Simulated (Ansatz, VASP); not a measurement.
# NbP: VASP beside Ansatz

```xyz
8
Lattice="-3.3203 3.3203 0.0000 3.3203 3.3203 0.0000 1.6601 -1.6601 -5.6452" Properties=species:S:1:pos:R:3 pbc="T T T"
Nb    0.0000    3.3203   -2.8205
Nb    0.0000    0.0000   -2.8205
Nb    1.6601    0.0000   -5.6431
Nb    1.6601    3.3203   -5.6431
P     1.6601    1.6601   -1.8918
P    -1.6601    1.6601   -1.8918
P     0.0000    1.6601   -4.7144
P     3.3203    1.6601   -4.7144
```

Alike in both runs: task single point; functional PBEsol; k mesh 8 × 8 × 8; occupations gaussian, width 0.15 eV; no spin polarisation.

```csv
,VASP,Ansatz
version,VASP 6.6.1,Ansatz 0.2.0
potentials or method,"VASP PAW PBE potentials, release 64 (Nb_sv, P), cutoff 520 eV","scalar-relativistic, plane waves, PAW"
valence electrons in the cell,72,72
```

|  | VASP | Ansatz | Ansatz less VASP |
| --- | --- | --- | --- |
| gap on the k mesh at the Fermi level (eV) | none | none | - |
| pressure (GPa) | -0.2 | 0.0 | +0.22 |

VASP's potentials were made for PBE, not for PBEsol. A gap of «none» marks a metal or a gap that the smearing closes.
